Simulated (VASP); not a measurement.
A run of VASP 6.6.1 is set up as follows.

File INCAR:

```
SYSTEM = Ti
PREC = Accurate
ENCUT = 600
EDIFF = 1E-6
ISMEAR = -1
SIGMA = 0.1
LREAL = .False.
LASPH = .True.
NELM = 100
ALGO = Normal
ISIF = 3
LWAVE = .False.
LCHARG = .False.
GGA = PS
IBRION = 2
NSW = 80
EDIFFG = -0.01
```

File KPOINTS:

```
Automatic mesh
0
Gamma
  13 13 13
  0 0 0
```

Contents of POSCAR:

```
Ti
1.0
    0.0000000000      2.0668332624      2.0668332624
    2.0668332624      0.0000000000      2.0668332624
    2.0668332624      2.0668332624      0.0000000000
Ti
1
Direct
    0.0000000000      0.0000000000      0.0000000000
```

Potentials or basis: VASP PAW PBE potentials, release 64 (Ti_sv).

Command:

```console
$ cat potpaw_PBE.64/Ti_sv/POTCAR > POTCAR
$ mpirun -np 1 vasp_std > vasp.out
```

**Question.** Estimate the band gap on the k mesh.

**Answer.** Zero (band 6 reaches 9.43 eV, above the bottom of band 7 at 8.01 eV).

**Question.** Predict the relaxed cell.

**Answer.** a = 2.868 Å, b = 2.868 Å, c = 2.868 Å, α = 60.00°, β = 60.00°, γ = 60.00°.

Final structure:
```xyz
1
Lattice="0.0000 2.0278 2.0278 2.0278 0.0000 2.0278 2.0278 2.0278 0.0000" Properties=species:S:1:pos:R:3 pbc="T T T"
Ti    0.0000    0.0000    0.0000
```
